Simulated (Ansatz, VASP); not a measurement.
**Two plane-wave programs on SnSe**

```
Sn Se
1.0
     0.00000    3.01000    3.16050
     3.01000    0.00000    3.16050
     3.01000    3.01000    0.00000
Sn Se
1 1
Direct
  0.00000 0.00000 0.00000
  0.50000 0.50000 0.50000
```

Alike in both runs: task single point; functional PBEsol; k mesh 6 × 6 × 6; occupations fermi-dirac, width 0.05 eV; no spin polarisation.

|  | VASP | Ansatz |
| --- | --- | --- |
| version | VASP 6.6.1 | Ansatz 0.2.0 |
| potentials or method | VASP PAW PBE potentials, release 64 (Sn_d, Se), cutoff 520 eV | plane waves, PAW |
| valence electrons in the cell | 20 | 30 |

Ansatz gave:

```
pressure (GPa)                                                : -4.0
traceless stress, the component that is largest in VASP (GPa) : -2.59
```

Q: Which values does VASP return?

A: Pressure (GPa): -4.0; traceless stress, the component that is largest in VASP (GPa): -2.61.

VASP's potentials were made for PBE, not for PBEsol. With one functional, cell and mesh, what is left measures potentials, basis and numerics. VASP's potentials hold 20 valence electrons a cell and Ansatz's 30, so a difference there can come from the potentials and not from the codes.
